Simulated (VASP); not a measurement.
# BN (F-43m) in VASP: notebook

Aim: see how the results for BN move with the level of theory and the settings. Levels: PBEsol, PBE, r2SCAN. Tasks: vibrations by perturbation theory, dielectric tensor.

Everything below comes from runs of VASP 6.6.1. Logs are shortened: lines on timing, memory, paths and dates and some standing lists are left out, and cuts for length are marked.

### 1 The cell of the first run

It takes space group F-43m (No. 216, cubic). The conventional cell has a = 3.606 Å, b = 3.606 Å, c = 3.606 Å, α = 90.00°, β = 90.00°, γ = 90.00°. B (site symmetry -43m) has 4 N at 1.56 Å within 2.1 Å. N (site symmetry -43m) has 4 B at 1.56 Å within 2.1 Å.

### 2 Vibrations by perturbation theory, PBEsol

The input, INCAR:

```
SYSTEM = BN
ALGO = Normal ; EDIFF = 1E-8
ENCUT = 520 ; GGA = PS
IBRION = 8 ; ISIF = 2
ISMEAR = 0 ; LASPH = .True.
LCHARG = .False. ; LEPSILON = .True.
LREAL = .False. ; LWAVE = .False.
NBANDS = 11 ; NELM = 100
NSW = 1 ; PREC = Accurate
SIGMA = 0.01
```

The input, KPOINTS:

```
k-points
0
Gamma
  10 10 10
  0 0 0
```

The input, POSCAR:

```
BN
1.0
    0.0000000000      1.8028461206      1.8028461206
    1.8028461206      0.0000000000      1.8028461206
    1.8028461206      1.8028461206      0.0000000000
B N
1 1
Direct
    0.0000000000      0.0000000000      0.0000000000
    0.2500000000      0.2500000000      0.2500000000
```

Potentials or basis: VASP PAW PBE potentials, release 64 (B, N).

Launch:

```bash
$ cat potpaw_PBE.64/B/POTCAR potpaw_PBE.64/N/POTCAR > POTCAR
$ mpirun -np 1 vasp_std > vasp.out
```

OUTCAR:

```text
SYSTEM = BN
   EDIFF = 1E-8
   ENCUT = 520
   GGA = PS
   IBRION = 8
   ISIF = 2
   ISMEAR = 0
   LASPH = .True.
   LEPSILON = .True.
   LREAL = .False.
   NELM = 100
   NSW = 1
   PREC = Accurate

 ion  position               nearest neighbor table
   1  0.000  0.000  0.000-   2 1.56   2 1.56   2 1.56   2 1.56
   2  0.250  0.250  0.250-   1 1.56   1 1.56   1 1.56   1 1.56

  LATTYP: Found a face centered cubic cell.
 ALAT       =     3.6056922412

  Lattice vectors:

 A1 = (   0.0000000000,   1.8028461206,   1.8028461206)
 A2 = (   1.8028461206,   0.0000000000,   1.8028461206)
 A3 = (   1.8028461206,   1.8028461206,   0.0000000000)

Analysis of symmetry for initial positions (statically):
=====================================================================
 Subroutine PRICEL returns:
 Original cell was already a primitive cell.

 Routine SETGRP: Setting up the symmetry group for a
 face centered cubic supercell.

 Subroutine GETGRP returns: Found 24 space group operations
 (whereof 24 operations were pure point group operations)
 out of a pool of 48 trial point group operations.

The static configuration has the point symmetry T_d .

Analysis of symmetry for dynamics (positions and initial velocities):
=====================================================================
 Subroutine PRICEL returns:
 Original cell was already a primitive cell.

 Routine SETGRP: Setting up the symmetry group for a
 face centered cubic supercell.

 Subroutine GETGRP returns: Found 24 space group operations
 (whereof 24 operations were pure point group operations)
 out of a pool of 48 trial point group operations.

The dynamic configuration has the point symmetry T_d .

 Subroutine INISYM returns: Found 24 space group operations
 (whereof 24 operations are pure point group operations),
 and found     1 'primitive' translations

----------------------------------------------------------------------------------------

                                     Primitive cell

  volume of cell :      11.7194

  direct lattice vectors                    reciprocal lattice vectors
     0.000000000  1.802846121  1.802846121    -0.277339255  0.277339255  0.277339255
     1.802846121  0.000000000  1.802846121     0.277339255 -0.277339255  0.277339255
     1.802846121  1.802846121  0.000000000     0.277339255  0.277339255 -0.277339255

  length of vectors
     2.549609435  2.549609435  2.549609435     0.480365681  0.480365681  0.480365681

  position of ions in fractional coordinates (direct lattice)
     0.000000000  0.000000000  0.000000000
     0.250000000  0.250000000  0.250000000

  ion indices of the primitive-cell ions
   primitive index   ion index
                 1           1
                 2           2

----------------------------------------------------------------------------------------

 KPOINTS: k-points

Automatic generation of k-mesh.
 Grid dimensions read from file:
 generate k-points for:   10   10   10

 Generating k-lattice:

  Cartesian coordinates                     Fractional coordinates (reciprocal lattice)
[... 485 lines left out ...]
  ---------------------------------------------------
  ---------------------------------------------------
  free energy    TOTEN  =        -0.12598867 eV

  energy without entropy =       -0.12598867

------------------------ aborting loop because EDIFF is reached ----------------------------------------

--------------------------------------- Ionic step        2  -------------------------------------------

------------------------ aborting loop because EDIFF is reached ----------------------------------------

--------------------------------------- Ionic step        3  -------------------------------------------

------------------------ aborting loop because EDIFF is reached ----------------------------------------

 PIEZOELECTRIC TENSOR FIELD DIRECTION 3  (e Angst)
 -----------------------------------------------------------------------------
    -0.00030 -0.75272  0.00000           ( -0.00000 -0.00376  0.00000)
    -0.75272 -0.00030  0.00000           ( -0.00376 -0.00000  0.00000)
     0.00000  0.00000  0.00022           (  0.00000  0.00000 -0.00000)

 PIEZOELECTRIC TENSOR FIELD DIRECTION 3  (C/m^2)
 -----------------------------------------------------------------------------
    -0.00041 -1.02906  0.00000
    -1.02906 -0.00041  0.00000
     0.00000  0.00000  0.00031

--------------------------------------- Ionic step        4  -------------------------------------------

------------------------ aborting loop because EDIFF is reached ----------------------------------------

[... ionic steps 5 to 6 ...]

--------------------------------------- Ionic step        7  -------------------------------------------

 Free energy of the ion-electron system (eV)
  ---------------------------------------------------
  ---------------------------------------------------
  free energy    TOTEN  =        -0.22960759 eV

  energy without entropy =       -0.22960759

------------------------ aborting loop because EDIFF is reached ----------------------------------------

 INTERNAL STRAIN TENSOR  FOR ION    2  DIRECTION 1   (eV/Angst):
 -----------------------------------------------------------------------------
    -0.02077  0.00000  0.00000
     0.00000  0.01167 -2.59291
     0.00000 -2.59291  0.01167

 MACROSCOPIC STATIC DIELECTRIC TENSOR (including local field effects in DFT)
 ------------------------------------------------------
           4.632549     0.000000     0.000000
           0.000000     4.632549    -0.000000
          -0.000000     0.000000     4.632549
 ------------------------------------------------------

 PIEZOELECTRIC TENSOR (including local field effects)  for field in x, y, z        (e  Angst)
          XX          YY          ZZ          XY          YZ          ZX
  --------------------------------------------------------------------------------
  x     0.00000    -0.00000    -0.00000     0.00000    -0.75323     0.00000
  y     0.00000     0.00000     0.00000     0.00000     0.00000    -0.75323
  z     0.00000    -0.00000     0.00000    -0.75323     0.00000     0.00000

 PIEZOELECTRIC TENSOR (including local field effects)  for field in x, y, z        (C/m^2)
          XX          YY          ZZ          XY          YZ          ZX
  --------------------------------------------------------------------------------
  x     0.00000    -0.00000    -0.00000     0.00000    -1.02975     0.00000
  y     0.00000     0.00000     0.00000     0.00000     0.00000    -1.02975
  z     0.00000    -0.00000     0.00000    -1.02975     0.00000     0.00000

 BORN EFFECTIVE CHARGES (including local field effects) (in |e|, cummulative output)
 ---------------------------------------------------------------------------------
 ion    1
    1     1.89904     0.00000    -0.00000
    2     0.00000     1.89904     0.00000
    3     0.00000     0.00000     1.89904
 ion    2
    1    -1.89904    -0.00000     0.00000
    2    -0.00000    -1.89904    -0.00000
    3    -0.00000    -0.00000    -1.89904

 INTERNAL STRAIN TENSOR FOR ION    2 for displacements in x,y,z  (eV/Angst):
          X           Y           Z          XY          YZ          ZX
  --------------------------------------------------------------------------------
  x    -0.00000     0.00000     0.00000     0.00000    -2.59291     0.00000
  y    -0.00000     0.00000    -0.00000     0.00000     0.00000    -2.59291
  z     0.00000     0.00000    -0.00000    -2.59291     0.00000     0.00000

 SECOND DERIVATIVES (NOT SYMMETRIZED)
 ------------------------------------
               1X          1Y          1Z          2X          2Y          2Z
  1X   -24.723197    0.000000    0.000000   24.723197    0.000000    0.000000
  1Y     0.000000  -24.723197    0.000000    0.000000   24.723197    0.000000
  1Z     0.000000    0.000000  -24.723197    0.000000    0.000000   24.723197
  2X    24.723933    0.000000    0.000000  -24.723933    0.000000    0.000000
  2Y     0.000000   24.723933    0.000000    0.000000  -24.723933    0.000000
  2Z     0.000000    0.000000   24.723933    0.000000    0.000000  -24.723933

 Eigenvectors and eigenvalues of the dynamical matrix
 ----------------------------------------------------

   1 f  =   31.471996 THz   197.744380 2PiTHz 1049.792771 cm-1   130.157656 meV
             X         Y         Z           dx          dy          dz
      0.000000  0.000000  0.000000     0.751183   -0.000000    0.000000
      0.901423  0.901423  0.901423    -0.660094    0.000000    0.000000
[... 21 lines left out ...]
   6 f/i=    0.000232 THz     0.001460 2PiTHz    0.007751 cm-1     0.000961 meV
             X         Y         Z           dx          dy          dz
      0.000000  0.000000  0.000000    -0.539741    0.380004    0.000000
      0.901423  0.901423  0.901423    -0.614223    0.432443    0.000000

--------------------------------------------------------------------------------------------------------

 MACROSCOPIC STATIC DIELECTRIC TENSOR IONIC CONTRIBUTION
 ------------------------------------------------------
           2.252250     0.000000    -0.000000
           0.000000     2.252250     0.000000
          -0.000000     0.000000     2.252250
 ------------------------------------------------------

 ELASTIC MODULI CONTR FROM IONIC RELAXATION (kBar)
 Direction    XX          YY          ZZ          XY          YZ          ZX
 --------------------------------------------------------------------------------
 XX          -0.0000      0.0000      0.0000      0.0000     -0.0000     -0.0000
 YY           0.0000     -0.0000      0.0000      0.0000      0.0000      0.0000
 ZZ           0.0000      0.0000     -0.0000     -0.0000      0.0000     -0.0000
 XY           0.0000      0.0000     -0.0000    -34.6177      0.0000     -0.0000
 YZ          -0.0000      0.0000      0.0000      0.0000    -34.6177     -0.0000
 ZX          -0.0000      0.0000     -0.0000     -0.0000     -0.0000    -34.6177
 --------------------------------------------------------------------------------

 PIEZOELECTRIC TENSOR IONIC CONTR  for field in x, y, z        (C/m^2)
          XX          YY          ZZ          XY          YZ          ZX
  --------------------------------------------------------------------------------
  x     0.00000    -0.00000    -0.00000    -0.00000     0.26274     0.00000
  y     0.00000    -0.00000     0.00000     0.00000     0.00000     0.26274
  z    -0.00000    -0.00000     0.00000     0.26274    -0.00000     0.00000
```

Wall time 97 s (1 thread of Intel Xeon Platinum 8488C (Sapphire Rapids), shared host); peak memory 0.17 GiB.

What came out:

* Electronic dielectric tensor (diagonal): 4.63
* Born charges (mean of the diagonal): B +1.90; N -1.90 e
* Highest phonon frequency at Γ, LO-TO splitting left out: 1050 cm⁻¹

Phonon frequencies in cm⁻¹ (negative: imaginary):
```tsv
q point	frequencies
(0.000, 0.000, 0.000)	0 0 0 1050 1050 1050
```

Electronic dielectric tensor:
```
4.63 0.00 0.00
0.00 4.63 0.00
0.00 0.00 4.63
```

Born effective charge tensors (e):
atom 1, B
```
1.90 0.00 0.00
0.00 1.90 0.00
0.00 0.00 1.90
```
atom 2, N
```
-1.90  0.00  0.00
 0.00 -1.90  0.00
 0.00  0.00 -1.90
```

(Continued in part 2 of 2.)
